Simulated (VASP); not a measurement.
A run of VASP 6.6.1:

File INCAR:

```
PREC = Accurate
ENCUT = 1130
EDIFF = 1E-6
ISMEAR = 0
SIGMA = 0.1
LREAL = F
LASPH = T
NELM = 120
ALGO = Normal
ISIF = 2
LWAVE = F
LCHARG = F
GGA = PE
NBANDS = 16
GGA_COMPAT = F
```

Contents of KPOINTS:

```
Automatic mesh
0
Gamma
  6 6 4
```

The input POSCAR:

```
NaP2
1.0
    4.6533850000     -1.6559130000      0.0000000000
    4.6533850000      1.6559130000      0.0000000000
   -0.5277080000      0.0000000000      4.1165175000
Na P
1 2
Direct
    0.0000000000      0.0000000000      0.5000000000
    0.7056920000      0.7056920000      0.1250110000
    0.2943080000      0.2943080000      0.8749890000
```

Potentials or basis: VASP PAW PBE potentials, release 64 (Na_sv, P).

Launch:

```sh
$ cat potpaw_PBE.64/Na_sv/POTCAR potpaw_PBE.64/P/POTCAR > POTCAR
$ mpirun -np 1 vasp_std > vasp.out
```

Hardware: 1 thread of Intel(R) Xeon(R) 6975P-C (Granite Rapids) (shared host).

How long does it take, and how much memory?

It took 78 s on 1 thread of Intel(R) Xeon(R) 6975P-C (Granite Rapids) (shared host), peak memory 0.44 GiB. Counts: scf iterations 12, k points 47.
